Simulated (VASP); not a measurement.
A run of VASP 6.6.1 is set up as follows.

File INCAR:

```
PREC = Accurate
ENCUT = 520
EDIFF = 1E-6
ISMEAR = -1
SIGMA = 0.02
LREAL = F
LASPH = T
NELM = 60
ALGO = Normal
ISIF = 2
LWAVE = F
LCHARG = F
GGA = PE
NBANDS = 63
```

File KPOINTS:

```
regular mesh
0
Gamma
  6 6 4
```

File POSCAR:

```
TiSn3O8
1.0
    3.3319203011     -3.3385300218      0.0000000000
    3.3319203011      3.3385300218      0.0000000000
    0.0000000000      0.0000000000      6.2959121907
Ti Sn O
1 3 8
Direct
    0.5000000000      0.5000000000      0.0000000000
    0.0000000000      0.0000000000      0.7542401805
    0.5000000000      0.5000000000      0.5000000000
    0.0000000000      0.0000000000      0.2457598195
    0.2029328123      0.2029328123      0.0000000000
    0.7970671877      0.7970671877      0.0000000000
    0.6907774905      0.3092225095      0.7602620433
    0.3092225095      0.6907774905      0.7602620433
    0.1942931185      0.1942931185      0.5000000000
    0.8057068815      0.8057068815      0.5000000000
    0.6907774905      0.3092225095      0.2397379567
    0.3092225095      0.6907774905      0.2397379567
```

Potentials or basis: VASP PAW PBE potentials, release 64 (Ti_sv, Sn_d, O).

Launch:

```bash
$ cat potpaw_PBE.64/Ti_sv/POTCAR potpaw_PBE.64/Sn_d/POTCAR potpaw_PBE.64/O/POTCAR > POTCAR
$ mpirun -np 1 vasp_std > vasp.out
```

**Question.** Predict the pressure.

**Answer.** 7.9 GPa.

**Question.** Predict the largest force.

**Answer.** 0.252 eV/Å.

Forces on the atoms (eV/Å):
```
Ti   0.000  0.000  0.000
Sn   0.000  0.000  0.005
Sn   0.000  0.000  0.000
Sn   0.000  0.000 -0.005
O    0.252  0.000  0.000
O   -0.252  0.000  0.000
O    0.000  0.049  0.141
O    0.000 -0.049  0.141
O    0.050  0.000  0.000
O   -0.050  0.000  0.000
O    0.000  0.049 -0.141
O    0.000 -0.049 -0.141
```

Caveat: the cell stands under pressure.
